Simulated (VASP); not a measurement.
# HfN (P6_3mc) in VASP: relaxation of cell and atoms with PBE

Aim: the relaxation of cell and atoms of HfN with PBE.

Program: VASP 6.6.1. These are calculated values, not measurements. Logs are shortened: lines on timing, memory, paths and dates and some standing lists are left out, and cuts for length are marked.

## (1) The cell of the first run

The structure is hexagonal, space group P6_3mc (No. 186). The conventional cell has a = 3.489 Å, b = 3.489 Å, c = 5.647 Å, α = 90.00°, β = 90.00°, γ = 120.00°. Hf (site symmetry 3m) has 4 N at 2.11 to 2.14 Å within 2.8 Å. N (site symmetry 3m) has 4 Hf at 2.11 to 2.14 Å within 2.8 Å.

## (2) Relaxation of cell and atoms, PBE

The input, INCAR:

```
SYSTEM = HfN
PREC = Accurate ; ENCUT = 600
EDIFF = 1E-6 ; ISMEAR = 0
SIGMA = 0.1 ; LREAL = .False.
LASPH = .True. ; NELM = 100
ALGO = Normal ; ISIF = 3
LWAVE = .False. ; LCHARG = .False.
GGA = PE ; IBRION = 2
NSW = 100 ; EDIFFG = -0.01
```

The input, KPOINTS:

```
Automatic mesh
0
Gamma
  18 18 8
  0 0 0
```

The input, POSCAR:

```
HfN
1.0
    3.4888896889      0.0000000000      0.0000000000
   -1.7444448444      3.0214671016      0.0000000000
    0.0000000000      0.0000000000      5.6466383820
Hf N
2 2
Direct
    0.3333333333      0.6666666667      0.9995788229
    0.6666666667      0.3333333333      0.4995788229
    0.3333333333      0.6666666667      0.3735561071
    0.6666666667      0.3333333333      0.8735561071
```

Potentials or basis: VASP PAW PBE potentials, release 64 (Hf_pv, N).

Command:

```bash
> cat potpaw_PBE.64/Hf_pv/POTCAR potpaw_PBE.64/N/POTCAR > POTCAR
> mpirun -np 1 vasp_std > vasp.out
```

OUTCAR:

```text
SYSTEM = HfN
   PREC = Accurate
   ENCUT = 600
   EDIFF = 1E-6
   ISMEAR = 0
   LREAL = .False.
   LASPH = .True.
   NELM = 100
   ISIF = 3
   GGA = PE
   IBRION = 2
   NSW = 100
   EDIFFG = -0.01

 ion  position               nearest neighbor table
   1  0.333  0.667  1.000-   3 2.11   4 2.14   4 2.14   4 2.14   2 3.47   2 3.47   2 3.47   2 3.47
                             2 3.47   2 3.47
   2  0.667  0.333  0.500-   4 2.11   3 2.14   3 2.14   3 2.14   1 3.47   1 3.47   1 3.47   1 3.47
                             1 3.47   1 3.47
   3  0.333  0.667  0.374-   1 2.11   2 2.14   2 2.14   2 2.14
   4  0.667  0.333  0.874-   2 2.11   1 2.14   1 2.14   1 2.14

  LATTYP: Found a hexagonal cell.
 ALAT       =     3.4888896889
 C/A-ratio  =     1.6184628594

  Lattice vectors:

 A1 = (   3.4888896889,   0.0000000000,   0.0000000000)
 A2 = (  -1.7444448444,   3.0214671016,   0.0000000000)
 A3 = (   0.0000000000,   0.0000000000,   5.6466383820)

Analysis of symmetry for initial positions (statically):
=====================================================================
 Subroutine PRICEL returns:
 Original cell was already a primitive cell.

 Routine SETGRP: Setting up the symmetry group for a
 hexagonal supercell.

 Subroutine GETGRP returns: Found 12 space group operations
 (whereof  6 operations were pure point group operations)
 out of a pool of 24 trial point group operations.

The static configuration has the point symmetry C_3v.
 The point group associated with its full space group is C_6v.

Analysis of symmetry for dynamics (positions and initial velocities):
=====================================================================
 Subroutine PRICEL returns:
 Original cell was already a primitive cell.

 Routine SETGRP: Setting up the symmetry group for a
 hexagonal supercell.

 Subroutine GETGRP returns: Found 12 space group operations
 (whereof  6 operations were pure point group operations)
 out of a pool of 24 trial point group operations.

The dynamic configuration has the point symmetry C_3v.
 The point group associated with its full space group is C_6v.

 Subroutine INISYM returns: Found 12 space group operations
 (whereof  6 operations are pure point group operations),
 and found     1 'primitive' translations

----------------------------------------------------------------------------------------

                                     Primitive cell

  volume of cell :      59.5244

  direct lattice vectors                    reciprocal lattice vectors
     3.488889689  0.000000000  0.000000000     0.286624138  0.165482523  0.000000000
    -1.744444844  3.021467102  0.000000000     0.000000000  0.330965047  0.000000000
     0.000000000  0.000000000  5.646638382     0.000000000  0.000000000  0.177096519

  length of vectors
     3.488889689  3.488889689  5.646638382     0.330965047  0.330965047  0.177096519

  position of ions in fractional coordinates (direct lattice)
     0.333333333  0.666666667  0.999578823
     0.666666667  0.333333333  0.499578823
     0.333333333  0.666666667  0.373556107
     0.666666667  0.333333333  0.873556107

  ion indices of the primitive-cell ions
   primitive index   ion index
                 1           1
                 2           2
                 3           3
                 4           4

----------------------------------------------------------------------------------------

 KPOINTS: Automatic mesh

Automatic generation of k-mesh.
 Grid dimensions read from file:
 generate k-points for:   18   18    8

 Generating k-lattice:

  Cartesian coordinates                     Fractional coordinates (reciprocal lattice)
     0.015923563  0.009193474  0.000000000     0.055555556 -0.000000000  0.000000000
     0.000000000  0.018386947  0.000000000     0.000000000  0.055555556  0.000000000
     0.000000000  0.000000000  0.022137065     0.000000000  0.000000000  0.125000000

  Length of vectors
     0.018386947  0.018386947  0.022137065

  Shift w.r.t. Gamma in fractional coordinates (k-lattice)
     0.000000000  0.000000000  0.000000000

 Subroutine IBZKPT returns following result:
 ===========================================

 Found    185 irreducible k-points:

 Following reciprocal coordinates:
            Coordinates               Weight
  0.000000  0.000000  0.000000      1.000000
  0.055556  0.000000  0.000000      6.000000
  0.111111  0.000000  0.000000      6.000000
  0.166667  0.000000  0.000000      6.000000
  0.222222 -0.000000  0.000000      6.000000
  0.277778  0.000000  0.000000      6.000000
[... 16 lines left out ...]
  0.333333  0.111111  0.000000     12.000000
  0.388889  0.111111  0.000000     12.000000
 [... further k-points ...]
   k-points           NKPTS =    185   k-points in BZ     NKDIM =    185   number of bands    NBANDS=     19
   number of dos      NEDOS =    301   number of ions     NIONS =      4
   total plane-waves  NPLWV =  37632
   dimension x,y,z NGX =    28 NGY =   28 NGZ =   48
   dimension x,y,z NGXF=    56 NGYF=   56 NGZF=   96
   ions per type =               2   2
   NGX,Y,Z   is equivalent  to a cutoff of  13.34, 13.34, 14.13 a.u.
   NGXF,Y,Z  is equivalent  to a cutoff of  26.68, 26.68, 28.26 a.u.
 SYSTEM =  HfN
   PREC   = accura    normal or accurate (medium, high low for compatibility)
   ISTART =      0    job   : 0-new  1-cont  2-samecut
   ICHARG =      2    charge: 1-file 2-atom 10-const
   ISPIN  =      1    spin polarized calculation?
   LNONCOLLINEAR =      F non collinear calculations
   LSORBIT =      F    spin-orbit coupling
   LASPH  =      T    aspherical Exc in radial PAW
   ENCUT  =  600.0 eV  44.10 Ry    6.64 a.u.   6.97  6.97 11.28*2*pi/ulx,y,z
   NELM   =    100;   NELMIN=  2; NELMDL= -5     # of ELM steps
   EDIFF  = 0.1E-05   stopping-criterion for ELM
   LREAL  =      F    real-space projection
   EDIFFG = -.1E-01   stopping-criterion for IOM
   NSW    =    100    number of steps for IOM
   IBRION =      2    ionic relax: 0-MD 1-quasi-New 2-CG
   NFREE  =      1    steps in history (QN), initial steepest desc. (CG)
   ISIF   =      3    stress and relaxation
   ISYM   =      2    0-nonsym 1-usesym 2-fastsym
   POTIM  = 0.5000    time-step for ionic-motion
   TEBEG  =    0.0;   TEEND  =   0.0 temperature during run
   PSTRESS=    0.0 pullay stress
   NELECT =      30.0000    total number of electrons
   NUPDOWN=      -1.0000    fix difference up-down
   EMIN   =  10.00;   EMAX   =-10.00  energy-range for DOS
   EFERMI =   0.00;   METHOD = LEGACY
   ISMEAR =     0;   SIGMA  =   0.10  broadening in eV -4-tet -1-fermi 0-gaus
   EFERMI_NEDOS =   21; number of points for ismear=-14 and -15
   IALGO  =     38    algorithm
   IMIX   =      4    mixing-type and parameters
     AMIX     =   0.40;   BMIX     =  1.00
     AMIX_MAG =   1.60;   BMIX_MAG =  1.00
  volume/ion in A,a.u.               =      14.88       100.42
  Fermi-wavevector in a.u.,A,eV,Ry     =   1.302817  2.461968 23.093620  1.697333
  Thomas-Fermi vector in A             =   2.433860
   LORBIT       =      0    0 simple, 1 ext, 2 COOP (PROOUT), +10 PAW based schemes
   GGA     = PE    functional components
   LHFCALC =     F    Hartree Fock is set to
   AEXX    =    0.0000 exact exchange contribution
   IVDW    =     0    specifies the selected vdW correction
   LEPSILON=     F    determine dielectric tensor
   LRPA    =     F    only Hartree local field effects (RPA)
 conjugate gradient relaxation of ions
 non-spin polarized calculation
 Gauss-broadening in eV      SIGMA  =   0.10
  energy-cutoff  :      600.00
  volume of cell :       59.52
 maximum number of plane-waves:      2005
 NGX is ok and might be reduce to    28
   NGX = 13   NGY = 13   NGZ = 23

--------------------------------------- Ionic step        1  -------------------------------------------

 number of electron      30.0000000 magnetization

 Free energy of the ion-electron system (eV)
  ---------------------------------------------------
  ext. energy  EPLUGINS =         0.00000000
  ---------------------------------------------------
  free energy    TOTEN  =       -41.72430294 eV

  energy without entropy =      -41.70964118  energy(sigma->0) =      -41.71697206

------------------------ aborting loop because EDIFF is reached ----------------------------------------

  FORCE on cell =-STRESS in cart. coord.  units (eV):
  Direction    XX          YY          ZZ          XY          YZ          ZX
  --------------------------------------------------------------------------------------
  -------------------------------------------------------------------------------------
  Total       -0.5276715     -0.5276715     -0.1235444     -0.0000000      0.0000000      0.0000000
  in kB      -14.2029680    -14.2029680     -3.3253580     -0.0000000      0.0000000      0.0000000
  external PRESSURE =     -10.5770980 kB  Pullay stress =       0.0000000 kB

 VOLUME and BASIS-vectors are now :
 -----------------------------------------------------------------------------
  energy-cutoff  :      600.00
  volume of cell :       59.52
      direct lattice vectors                 reciprocal lattice vectors
     3.488889689  0.000000000  0.000000000     0.286624138  0.165482523  0.000000000
    -1.744444844  3.021467102  0.000000000     0.000000000  0.330965047  0.000000000
     0.000000000  0.000000000  5.646638382     0.000000000  0.000000000  0.177096519
[... 115 lines left out ...]
 POSITION                                       TOTAL-FORCE (eV/Angst)
 -----------------------------------------------------------------------------------
     -0.00000      2.00826      5.64417        -0.000000      0.000000      0.007895
      1.73920      1.00413      2.81852         0.000000      0.000000      0.007895
     -0.00000      2.00826      2.11582        -0.000000     -0.000000     -0.007895
      1.73920      1.00413      4.94147         0.000000     -0.000000     -0.007895
 -----------------------------------------------------------------------------------
    total drift:                               -0.000000      0.000000      0.000531

  FREE ENERGIE OF THE ION-ELECTRON SYSTEM (eV)
  ---------------------------------------------------
  free  energy   TOTEN  =       -41.7267213944 eV

  energy  without entropy=      -41.7125236049  energy(sigma->0) =      -41.71962250

--------------------------------------- Ionic step        5  -------------------------------------------

 number of electron      30.0000000 magnetization

 Free energy of the ion-electron system (eV)
  ---------------------------------------------------
  ext. energy  EPLUGINS =         0.00000000
  ---------------------------------------------------
  free energy    TOTEN  =       -41.72675726 eV

  energy without entropy =      -41.71250476  energy(sigma->0) =      -41.71963101

 E-fermi :   6.0579     XC(G=0): -11.2189

 val. band max:        6.0516655178   @ k =   0.4444   0.1111   0.3750
 cond. band min:       6.0582222355   @ k =   0.3889   0.1111   0.1250
 fundamental gap:      0.0065567177
 Fermi energy:         6.0579333029

 k-point     1 :       0.0000    0.0000    0.0000
  band No.  band energies     occupation
      1     -25.7488      2.00000
      2     -25.2956      2.00000
      3     -25.2956      2.00000
      4     -25.2738      2.00000
      5     -25.2304      2.00000
      6     -25.2304      2.00000
[... 11 lines left out ...]
     18       7.7824      0.00000
     19       9.1719      0.00000
[... 485 lines left out ...]
 k-point    24 :       0.3889    0.1111    0.0000
  band No.  band energies     occupation
      1     -25.6535      2.00000
      2     -25.5836      2.00000
      3     -25.5182      2.00000
      4     -25.4108      2.00000
      5     -25.3799      2.00000
      6     -25.3136      2.00000
[... 11 lines left out ...]
     18       7.7647      0.00000
     19       8.3025      0.00000

 [... further k-points ...]

------------------------ aborting loop because EDIFF is reached ----------------------------------------

  FORCE on cell =-STRESS in cart. coord.  units (eV):
  Direction    XX          YY          ZZ          XY          YZ          ZX
  --------------------------------------------------------------------------------------
  -------------------------------------------------------------------------------------
  Total        0.0191558      0.0191558     -0.0327080      0.0000000      0.0000000      0.0000000
  in kB        0.5185516      0.5185516     -0.8854110      0.0000000      0.0000000      0.0000000
  external PRESSURE =       0.0505641 kB  Pullay stress =       0.0000000 kB

 VOLUME and BASIS-vectors are now :
 -----------------------------------------------------------------------------
  energy-cutoff  :      600.00
  volume of cell :       59.19
      direct lattice vectors                 reciprocal lattice vectors
     3.478298209 -0.000000000  0.000000000     0.287496914  0.165986420 -0.000000000
    -1.739149105  3.012294611 -0.000000000     0.000000000  0.331972841 -0.000000000
     0.000000000  0.000000000  5.648785688     0.000000000  0.000000000  0.177029198

 POSITION                                       TOTAL-FORCE (eV/Angst)
 -----------------------------------------------------------------------------------
     -0.00000      2.00820      5.64231         0.000000     -0.000000     -0.007093
      1.73915      1.00410      2.81792        -0.000000     -0.000000     -0.007093
     -0.00000      2.00820      2.11424        -0.000000      0.000000      0.007093
      1.73915      1.00410      4.93863         0.000000      0.000000      0.007093
 -----------------------------------------------------------------------------------
    total drift:                               -0.000000      0.000000      0.002693

  FREE ENERGIE OF THE ION-ELECTRON SYSTEM (eV)
  ---------------------------------------------------
  free  energy   TOTEN  =       -41.7267572557 eV

  energy  without entropy=      -41.7125047567  energy(sigma->0) =      -41.71963101

 reached required accuracy - stopping structural energy minimisation
```

Run time: 19 min. Hardware: 1 thread of Oxide Virtual Turin-like, shared host; peak memory 0.34 GiB.

What came out:

```yaml
Free_energy: -41.7268 eV
Relaxed_volume: 14.80 Å³/atom
Relaxed_cell: a = 3.478 Å, b = 3.478 Å, c = 5.649 Å, α = 90.00°, β = 90.00°, γ = 120.00°
Space_group_after_relaxing_to_0.05_Å: P6_3mc (No. 186)
Energy_gained_by_relaxing: 0.6 meV/atom
Ionic_steps: 5
Pressure_after_relaxing: 0.0 GPa
Largest_force_after_relaxing: 0.007 eV/Å
Band_gap_on_the_k_mesh: zero (band 15 reaches 7.35 eV, above the bottom of band 16 at 5.64 eV)
```

Forces on the atoms (eV/Å):
```
Hf   0.000  0.000 -0.007
Hf   0.000  0.000 -0.007
N    0.000  0.000  0.007
N    0.000  0.000  0.007
```

Stress tensor (GPa, compression positive):
```
 0.05  0.00  0.00
 0.00  0.05  0.00
 0.00  0.00 -0.09
```

Step by step:
| step | energy change (eV) | largest force (eV/Å) | pressure (GPa) | volume (Å³) |
| --- | --- | --- | --- | --- |
| 1 | 0.0000 | 0.1051 | -1.06 | 59.52 |
| 2 | 0.0003 | 0.0240 | 1.65 | 58.68 |
| 3 | -0.0022 | 0.0436 | 0.24 | 59.11 |
| 4 | -0.0024 | 0.0079 | -0.09 | 59.22 |
| 5 | -0.0025 | 0.0071 | 0.01 | 59.19 |

Final structure:
```cif
data_structure
_symmetry_space_group_name_H-M 'P 1'
_symmetry_Int_Tables_number 1
_cell_length_a 3.4783
_cell_length_b 3.4783
_cell_length_c 5.6488
_cell_angle_alpha 90.000
_cell_angle_beta 90.000
_cell_angle_gamma 120.000
_cell_volume 59.19
loop_
_atom_site_label
_atom_site_type_symbol
_atom_site_fract_x
_atom_site_fract_y
_atom_site_fract_z
_atom_site_occupancy
Hf1 Hf 0.33333 0.66667 0.99885 1
Hf2 Hf 0.66667 0.33333 0.49885 1
N1 N 0.33333 0.66667 0.37428 1
N2 N 0.66667 0.33333 0.87428 1
```

Levels at points of the mesh, in eV from the Fermi level:
```csv
k point,band 13,band 14,band 15,band 16,band 17,band 18
"(0.00, 0.00, 0.00)",-5.05,-5.05,-0.92,0.74,0.74,1.72
"(0.50, 0.00, 0.00)",-4.59,-3.88,-0.85,-0.05,1.03,2.22
"(0.00, 0.00, 0.50)",-5.40,-5.40,1.17,1.17,2.09,2.09
"(0.50, 0.00, 0.50)",-4.52,-4.52,0.29,0.29,2.19,2.19
```

Caveat: spin-orbit coupling is left out, which moves the levels of the heavy elements.
